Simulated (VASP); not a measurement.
# LiCoCl3 (P4mm) in VASP: relaxation of cell and atoms with PBE

Aim: the relaxation of cell and atoms of LiCoCl3 with PBE.

Everything below comes from runs of VASP 6.6.1. Logs are shortened: lines on timing, memory, paths and dates and some standing lists are left out, and cuts for length are marked.

**1. The cell of the first run**

It takes space group P4mm (No. 99, tetragonal). Conventional cell: a = 4.422 Å, b = 4.422 Å, c = 6.106 Å, α = 90.00°, β = 90.00°, γ = 90.00°. Li (site symmetry 4mm) has 5 Cl at 2.24 to 2.48 Å within 3.0 Å. Co (site symmetry 4mm) has 4 Cl at 2.43 Å within 3.2 Å. Within 3.0 Å of Cl (site symmetry 4mm) lie 1 Li at 2.24 Å. Within 3.2 Å of Cl (site symmetry 2mm) lie 2 Co at 2.43 Å and 2 Li at 2.48 Å and 4 Cl at 3.13 Å.

**2. Relaxation of cell and atoms, PBE, collinear spin, ferromagnetic start**

Input file INCAR:

```
SYSTEM = LiCoCl3
ALGO = Normal ; EDIFF = 1E-7
EDIFFG = -0.01 ; ENCUT = 750
GGA = PE ; GGA_COMPAT = .FALSE.
IBRION = 2 ; ISIF = 3
ISMEAR = 0 ; ISPIN = 2
KPAR = 4 ; LASPH = .TRUE.
LCHARG = .FALSE. ; LMAXMIX = 4
LORBIT = 11 ; LREAL = .FALSE.
LWAVE = .FALSE. ; MAGMOM = 0 2.75 0 0 0
NELM = 200 ; NELMIN = 4
NSW = 100 ; PREC = Accurate
SIGMA = 0.01
```

Input file KPOINTS:

```
k-points
0
G
  8 8 6
  0 0 0
```

Input file POSCAR:

```
LiCoCl3
1.0
    4.4220037423      0.0000000000      0.0000000000
    0.0000000000      4.4220037423      0.0000000000
    0.0000000000      0.0000000000      6.1057427347
Li Co Cl
1 1 3
Direct
    0.5000000000      0.5000000000      0.5617559430
    0.0000000000      0.0000000000      0.2130595813
    0.5000000000      0.5000000000      0.9292979957
    0.0000000000      0.5000000000      0.3779432400
    0.5000000000      0.0000000000      0.3779432400
```

Potentials or basis: VASP PAW PBE potentials, release 64 (Li_sv, Co, Cl).

Command:

```
cat potpaw_PBE.64/Li_sv/POTCAR potpaw_PBE.64/Co/POTCAR potpaw_PBE.64/Cl/POTCAR > POTCAR
mpirun -np 4 vasp_std > vasp.out
```

OUTCAR:

```text
SYSTEM = LiCoCl3
   EDIFF = 1E-7
   EDIFFG = -0.01
   ENCUT = 750
   GGA = PE
   IBRION = 2
   ISIF = 3
   ISMEAR = 0
   ISPIN = 2
   LASPH = .TRUE.
   LORBIT = 11
   LREAL = .FALSE.
   NELM = 200
   NELMIN = 4
   NSW = 100
   PREC = Accurate

 ion  position               nearest neighbor table
   1  0.500  0.500  0.562-   3 2.24   4 2.48   5 2.48   5 2.48   4 2.48
   2  0.000  0.000  0.213-   4 2.43   5 2.43   4 2.43   5 2.43
   3  0.500  0.500  0.929-   1 2.24
   4  0.000  0.500  0.378-   2 2.43   2 2.43   1 2.48   1 2.48
   5  0.500  0.000  0.378-   2 2.43   2 2.43   1 2.48   1 2.48

  LATTYP: Found a simple tetragonal cell.
 ALAT       =     4.4220037423
 C/A-ratio  =     1.3807638099

  Lattice vectors:

 A1 = (   4.4220037423,   0.0000000000,   0.0000000000)
 A2 = (   0.0000000000,   4.4220037423,   0.0000000000)
 A3 = (   0.0000000000,   0.0000000000,   6.1057427347)

Analysis of symmetry for initial positions (statically):
=====================================================================
 Subroutine PRICEL returns:
 Original cell was already a primitive cell.

 Routine SETGRP: Setting up the symmetry group for a
 simple tetragonal supercell.

 Subroutine GETGRP returns: Found  8 space group operations
 (whereof  8 operations were pure point group operations)
 out of a pool of 16 trial point group operations.

The static configuration has the point symmetry C_4v.

Analysis of symmetry for dynamics (positions and initial velocities):
=====================================================================
 Subroutine PRICEL returns:
 Original cell was already a primitive cell.

 Routine SETGRP: Setting up the symmetry group for a
 simple tetragonal supercell.

 Subroutine GETGRP returns: Found  8 space group operations
 (whereof  8 operations were pure point group operations)
 out of a pool of 16 trial point group operations.

The dynamic configuration has the point symmetry C_4v.

Analysis of structural, dynamic, and magnetic symmetry:
=====================================================================
 Subroutine PRICEL returns:
 Original cell was already a primitive cell.

 Routine SETGRP: Setting up the symmetry group for a
 simple tetragonal supercell.

 Subroutine GETGRP returns: Found  8 space group operations
 (whereof  8 operations were pure point group operations)
 out of a pool of 16 trial point group operations.

The overall configuration has the point symmetry C_4v.

 Subroutine INISYM returns: Found  8 space group operations
 (whereof  8 operations are pure point group operations),
 and found     1 'primitive' translations

----------------------------------------------------------------------------------------

                                     Primitive cell

  volume of cell :     119.3924

  direct lattice vectors                    reciprocal lattice vectors
     4.422003742  0.000000000  0.000000000     0.226141826  0.000000000  0.000000000
     0.000000000  4.422003742  0.000000000     0.000000000  0.226141826  0.000000000
     0.000000000  0.000000000  6.105742735     0.000000000  0.000000000  0.163780238

  length of vectors
     4.422003742  4.422003742  6.105742735     0.226141826  0.226141826  0.163780238

  position of ions in fractional coordinates (direct lattice)
     0.500000000  0.500000000  0.561755943
     0.000000000  0.000000000  0.213059581
     0.500000000  0.500000000  0.929297996
     0.000000000  0.500000000  0.377943240
     0.500000000  0.000000000  0.377943240

  ion indices of the primitive-cell ions
   primitive index   ion index
                 1           1
                 2           2
                 3           3
                 4           4
                 5           5

----------------------------------------------------------------------------------------

 KPOINTS: k-points

Automatic generation of k-mesh.
 Grid dimensions read from file:
 generate k-points for:    8    8    6

 Generating k-lattice:

  Cartesian coordinates                     Fractional coordinates (reciprocal lattice)
     0.028267728  0.000000000  0.000000000     0.125000000  0.000000000  0.000000000
     0.000000000  0.028267728  0.000000000     0.000000000  0.125000000  0.000000000
     0.000000000  0.000000000  0.027296706     0.000000000  0.000000000  0.166666667

  Length of vectors
     0.028267728  0.028267728  0.027296706

  Shift w.r.t. Gamma in fractional coordinates (k-lattice)
     0.000000000  0.000000000  0.000000000

 Subroutine IBZKPT returns following result:
 ===========================================

 Found     60 irreducible k-points:

 Following reciprocal coordinates:
            Coordinates               Weight
  0.000000  0.000000  0.000000      1.000000
  0.125000  0.000000  0.000000      4.000000
  0.250000  0.000000  0.000000      4.000000
  0.375000  0.000000  0.000000      4.000000
  0.500000  0.000000  0.000000      2.000000
  0.125000  0.125000  0.000000      4.000000
[... 16 lines left out ...]
  0.375000  0.125000  0.166667     16.000000
  0.500000  0.125000  0.166667      8.000000
 [... further k-points ...]
   k-points           NKPTS =     60   k-points in BZ     NKDIM =     60   number of bands    NBANDS=     21
   number of dos      NEDOS =    301   number of ions     NIONS =      5
   total plane-waves  NPLWV =  89600
   dimension x,y,z NGX =    40 NGY =   40 NGZ =   56
   dimension x,y,z NGXF=    80 NGYF=   80 NGZF=  112
   ions per type =               1   1   3
   NGX,Y,Z   is equivalent  to a cutoff of  15.04, 15.04, 15.25 a.u.
   NGXF,Y,Z  is equivalent  to a cutoff of  30.08, 30.08, 30.50 a.u.
 SYSTEM =  LiCoCl3
   PREC   = accura    normal or accurate (medium, high low for compatibility)
   ISTART =      0    job   : 0-new  1-cont  2-samecut
   ICHARG =      2    charge: 1-file 2-atom 10-const
   ISPIN  =      2    spin polarized calculation?
   LNONCOLLINEAR =      F non collinear calculations
   LSORBIT =      F    spin-orbit coupling
   LASPH  =      T    aspherical Exc in radial PAW
   ENCUT  =  750.0 eV  55.12 Ry    7.42 a.u.   9.87  9.87 13.63*2*pi/ulx,y,z
   NELM   =    200;   NELMIN=  4; NELMDL= -5     # of ELM steps
   EDIFF  = 0.1E-06   stopping-criterion for ELM
   LREAL  =      F    real-space projection
   EDIFFG = -.1E-01   stopping-criterion for IOM
   NSW    =    100    number of steps for IOM
   IBRION =      2    ionic relax: 0-MD 1-quasi-New 2-CG
   NFREE  =      1    steps in history (QN), initial steepest desc. (CG)
   ISIF   =      3    stress and relaxation
   ISYM   =      2    0-nonsym 1-usesym 2-fastsym
   POTIM  = 0.5000    time-step for ionic-motion
   TEBEG  =    0.0;   TEEND  =   0.0 temperature during run
   PSTRESS=    0.0 pullay stress
   NELECT =      33.0000    total number of electrons
   NUPDOWN=      -1.0000    fix difference up-down
   EMIN   =  10.00;   EMAX   =-10.00  energy-range for DOS
   EFERMI =   0.00;   METHOD = LEGACY
   ISMEAR =     0;   SIGMA  =   0.01  broadening in eV -4-tet -1-fermi 0-gaus
   EFERMI_NEDOS =   21; number of points for ismear=-14 and -15
   IALGO  =     38    algorithm
   IMIX   =      4    mixing-type and parameters
     AMIX     =   0.40;   BMIX     =  1.00
     AMIX_MAG =   1.60;   BMIX_MAG =  1.00
  volume/ion in A,a.u.               =      23.88       161.14
  Fermi-wavevector in a.u.,A,eV,Ry     =   1.066401  2.015206 15.472698  1.137211
  Thomas-Fermi vector in A             =   2.201984
   LORBIT       =     11    0 simple, 1 ext, 2 COOP (PROOUT), +10 PAW based schemes
   GGA     = PE    functional components
   LHFCALC =     F    Hartree Fock is set to
   AEXX    =    0.0000 exact exchange contribution
   IVDW    =     0    specifies the selected vdW correction
   LEPSILON=     F    determine dielectric tensor
   LRPA    =     F    only Hartree local field effects (RPA)
 conjugate gradient relaxation of ions
 spin polarized calculation
 Gauss-broadening in eV      SIGMA  =   0.01
  energy-cutoff  :      750.00
  volume of cell :      119.39
 maximum number of plane-waves:      5612
 NGX is ok and might be reduce to    40
   NGX = 19   NGY = 19   NGZ = 27

--------------------------------------- Ionic step        1  -------------------------------------------

 number of electron      32.9999996 magnetization       3.0000324

 Free energy of the ion-electron system (eV)
  ---------------------------------------------------
  ext. energy  EPLUGINS =         0.00000000
  ---------------------------------------------------
  free energy    TOTEN  =       -17.95048190 eV

  energy without entropy =      -17.95048190  energy(sigma->0) =      -17.95048190

------------------------ aborting loop because EDIFF is reached ----------------------------------------

  FORCE on cell =-STRESS in cart. coord.  units (eV):
  Direction    XX          YY          ZZ          XY          YZ          ZX
  --------------------------------------------------------------------------------------
  -------------------------------------------------------------------------------------
  Total       -0.0564163     -0.0564163      0.0392263      0.0000000      0.0000000      0.0000000
  in kB       -0.7570742     -0.7570742      0.5263945      0.0000000      0.0000000      0.0000000
  external PRESSURE =      -0.3292513 kB  Pullay stress =       0.0000000 kB
[... 219 lines left out ...]
  energy  without entropy=      -17.9506877128  energy(sigma->0) =      -17.95068771

--------------------------------------- Ionic step        7  -------------------------------------------

 number of electron      32.9999994 magnetization       2.9999999

 Free energy of the ion-electron system (eV)
  ---------------------------------------------------
  ext. energy  EPLUGINS =         0.00000000
  ---------------------------------------------------
  free energy    TOTEN  =       -17.95071491 eV

  energy without entropy =      -17.95071491  energy(sigma->0) =      -17.95071491

 E-fermi :   0.5965     XC(G=0):  -7.9508

 val. band max:        0.5485755842   @ k =   0.5000   0.5000   0.0000
 cond. band min:       0.7899208394   @ k =   0.5000   0.0000   0.0000
 fundamental gap:      0.2413452552
 Fermi energy:         0.5965096640

 spin component 1

 k-point     1 :       0.0000    0.0000    0.0000
  band No.  band energies     occupation
      1     -43.5024      1.00000
      2     -14.8250      1.00000
      3     -13.4920      1.00000
      4     -12.0814      1.00000
      5      -4.4282      1.00000
      6      -4.4282      1.00000
[... 565 lines left out ...]
     20       7.6191      0.00000
     21       7.7485      0.00000

 [... further k-points ...]

 spin component 2

 k-point     1 :       0.0000    0.0000    0.0000
  band No.  band energies     occupation
      1     -43.5030      1.00000
      2     -14.6633      1.00000
      3     -13.3118      1.00000
      4     -11.9741      1.00000
      5      -3.8920      1.00000
      6      -3.8920      1.00000
[... 599 lines left out ...]
  FREE ENERGIE OF THE ION-ELECTRON SYSTEM (eV)
  ---------------------------------------------------
  free  energy   TOTEN  =       -17.9507149085 eV

  energy  without entropy=      -17.9507149085  energy(sigma->0) =      -17.95071491

 reached required accuracy - stopping structural energy minimisation

 total charge

# of ion       s       p       d       tot
------------------------------------------
    1        2.015   0.046   0.000   2.061
    2        0.252   0.218   7.080   7.549
    3        1.596   3.514   0.000   5.110
    4        1.600   3.544   0.000   5.144
    5        1.600   3.544   0.000   5.144
--------------------------------------------------
tot          7.063  10.866   7.080  25.008

 magnetization (x)

# of ion       s       p       d       tot
------------------------------------------
    1       -0.000  -0.000   0.000  -0.000
    2        0.015   0.018   2.486   2.519
    3        0.002   0.083   0.000   0.085
    4        0.009   0.113   0.000   0.121
    5        0.009   0.113   0.000   0.121
--------------------------------------------------
tot          0.035   0.325   2.486   2.846
```

Run time: 11 min. Hardware: 4 MPI ranks of Intel Xeon Platinum 8259CL at 2.50GHz (Skylake/Cascade Lake), shared host; peak memory 0.66 GiB.

What came out:

```
Free energy                                           : -17.9507 eV
Relaxed volume                                        : 23.92 Å³/atom
Relaxed cell                                          : a = 4.419 Å, b = 4.419 Å, c = 6.124 Å, α = 90.00°, β = 90.00°, γ = 90.00°
Space group after relaxing (to 0.1 Å)                 : P4mm (No. 99)
Energy gained by relaxing                             : 0.0 meV/atom
Ionic steps                                           : 7
Pressure after relaxing                               : 0.0 GPa
Largest force after relaxing                          : 0.008 eV/Å
Band gap on the k mesh                                : 0.24 eV (least direct gap 0.32 eV)
Net moment                                            : 3.00 μB per cell
Site moments                                          : Li -0.00; Co +2.52; Cl +0.09, +0.12 (each value once) μB
Valence electrons inside the program's atomic spheres : Li 2.06; Co 7.55; Cl 5.11, 5.14 (each value once)
```

Forces on the atoms (eV/Å):
```
Li   0.000  0.000  0.008
Co   0.000  0.000 -0.003
Cl   0.000  0.000 -0.005
Cl   0.000  0.000 -0.001
Cl   0.000  0.000 -0.001
```

The path:
| step | energy change (eV) | largest force (eV/Å) | pressure (GPa) | volume (Å³) |
| --- | --- | --- | --- | --- |
| 1 | 0.0000 | 0.0209 | -0.03 | 119.39 |
| 2 | -0.0001 | 0.0108 | 0.01 | 119.31 |
| 3 | -0.0001 | 0.0118 | 0.03 | 119.26 |
| 4 | -0.0001 | 0.0128 | 0.05 | 119.24 |
| 5 | -0.0002 | 0.0139 | 0.03 | 119.34 |
| 6 | -0.0002 | 0.0166 | -0.01 | 119.56 |
| 7 | -0.0002 | 0.0083 | -0.01 | 119.58 |

Final structure:
```
Li Co Cl
1.0
     4.41881    0.00000    0.00000
     0.00000    4.41881    0.00000
     0.00000    0.00000    6.12443
Li Co Cl
1 1 3
Direct
  0.50000 0.50000 0.56254
  0.00000 0.00000 0.21344
  0.50000 0.50000 0.92952
  0.00000 0.50000 0.37725
  0.50000 0.00000 0.37725
```

Levels at points of the mesh, in eV from the valence-band top:
Spin up:
```csv
k point,band 16,band 17,band 18,band 19,band 20,band 21
"(0.00, 0.00, 0.00)",-0.77,-0.51,-0.51,2.45,5.09,7.07
"(0.50, 0.00, 0.00)",-1.12,-0.80,-0.47,4.11,6.74,7.48
"(0.50, 0.50, 0.00)",-0.98,-0.64,0.00,3.17,7.33,7.81
"(0.00, 0.00, 0.50)",-1.05,-0.60,-0.60,2.95,4.89,7.00
"(0.50, 0.00, 0.50)",-0.95,-0.64,-0.53,4.05,7.08,7.68
"(0.50, 0.50, 0.50)",-0.67,-0.64,0.00,2.84,7.17,7.17
```
Spin down:
| k point | band 12 | band 13 | band 14 | band 15 | band 16 | band 17 | band 18 | band 19 |
| --- | --- | --- | --- | --- | --- | --- | --- | --- |
| (0.00, 0.00, 0.00) | -0.77 | -0.46 | -0.46 | -0.44 | 0.96 | 0.96 | 1.18 | 2.97 |
| (0.50, 0.00, 0.00) | -0.78 | -0.66 | -0.45 | -0.25 | 0.24 | 0.84 | 1.02 | 4.77 |
| (0.50, 0.50, 0.00) | -1.05 | -0.97 | -0.55 | -0.31 | 0.32 | 0.32 | 1.84 | 3.81 |
| (0.00, 0.00, 0.50) | -0.77 | -0.63 | -0.58 | -0.58 | 0.95 | 0.95 | 1.19 | 3.57 |
| (0.50, 0.00, 0.50) | -0.98 | -0.61 | -0.49 | -0.16 | 0.27 | 0.84 | 1.05 | 4.71 |
| (0.50, 0.50, 0.50) | -0.71 | -0.71 | -0.55 | -0.35 | 0.32 | 0.32 | 1.84 | 3.40 |

Caveat: a cell with one magnetic atom can't hold antiferromagnetic order, which such compounds often take. A k mesh can miss the band edges.
